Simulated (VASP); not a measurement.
Hf2S, 6 atoms in the cell. The structure is hexagonal, space group P6_3/mmc (No. 194). Conventional cell: a = 3.374 Å, b = 3.374 Å, c = 11.717 Å, α = 90.00°, β = 90.00°, γ = 120.00°. Within 3.6 Å of Hf (site symmetry 3m) lie 3 S at 2.62 Å and 10 Hf at 3.05 to 3.51 Å. S (site symmetry -6m2) has 6 Hf at 2.62 Å and 6 S at 3.37 Å within 3.5 Å. 

| Item | Value |
| --- | --- |
| Program | VASP 6.6.1 |
| Task | single point |
| Functional | r2SCAN |
| Potentials or basis | VASP PAW PBE potentials, release 64 (Hf_pv, S) |
| Cutoff | 520 eV |
| k mesh | 6 × 6 × 2 |
| Occupations | gaussian, width 0.4 eV |
| Spin | no spin polarisation |
| Dipole correction | no |
| Further INCAR settings | ALGO = Normal; EDIFF = 1e-07; NBANDS = 35 |

Potentials or basis: VASP PAW PBE potentials, release 64 (Hf_pv, S).

The run is started by

```sh
$ cat potpaw_PBE.64/Hf_pv/POTCAR potpaw_PBE.64/S/POTCAR > POTCAR
$ cp INCAR.step1 INCAR
$ mpirun -np 1 vasp_std > vasp.out
$ cp INCAR.step2 INCAR
$ mpirun -np 1 vasp_std > vasp.out
```

Hardware: 1 thread of AMD EPYC 7R43 64-Core Processor (Zen 3), on a shared host.

**Question.** Estimate the wall time of this run.

**Answer.** It took 4.8 min on 1 thread of AMD EPYC 7R43 64-Core Processor (Zen 3), on a shared host, peak memory 0.25 GiB. Counts: k points 14.
